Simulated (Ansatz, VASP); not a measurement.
# Al32C: VASP beside Ansatz

```
Al C
1.0
     8.10000    0.00000    0.00000
     0.00000    8.10000    0.00000
     0.00000    0.00000    8.10000
Al C
32 1
Cartesian
  4.0521 0.0176 -0.0161
  6.0676 2.0061 -0.0163
  6.0984 0.0244 2.0011
  0.0107 0.0127 -0.0112
  2.0093 2.0112 -0.0111
  4.0212 4.0233 -0.0225
  6.0985 6.1006 -0.0227
  2.0042 0.0177 2.0318
  4.0213 1.9997 2.0011
  6.1772 3.9447 1.9223
  4.0213 0.0241 4.0782
  6.0984 1.9997 4.0782
  6.0676 0.0177 6.0954
  0.0159 4.0541 -0.0163
  2.0042 6.0698 -0.0162
  0.0159 2.0061 2.0319
  1.9974 4.0235 2.0012
  3.9428 6.1787 1.9228
  0.0157 0.0177 4.0474
  2.0043 2.0063 4.0474
  3.9433 3.9457 4.1561
  6.1768 6.1788 4.1567
  2.0093 0.0127 6.0903
  4.0521 2.0064 6.0952
  6.0983 4.0235 6.1021
  0.0222 6.1006 2.0010
  0.0221 4.0233 4.0783
  1.9975 6.1005 4.0781
  0.0107 2.0112 6.0903
  2.0043 4.0541 6.0952
  4.0214 6.1005 6.1020
  0.0158 6.0698 6.0954
  5.0607 5.0620 3.0390
```

Alike in both runs: functional PBE; k mesh 3 × 3 × 3; occupations fermi-dirac, width 0.1 eV; no spin polarisation.

Ansatz relaxed the structure, and its values are those at the end. VASP's run is a single point on that final structure, the one shown.

|  | VASP | Ansatz |
| --- | --- | --- |
| version | VASP 6.6.1 | Ansatz 0.2.0 |
| potentials or method | VASP PAW PBE potentials, release 64 (Al, C), cutoff 520 eV | scalar-relativistic, plane waves, PAW |
| valence electrons in the cell | 100 | 100 |

Ansatz gave:

* rms of the force components (eV/Å): 0.001

Question: What did VASP give for the same quantities?

Answer: rms of the force components (eV/Å): 0.003.
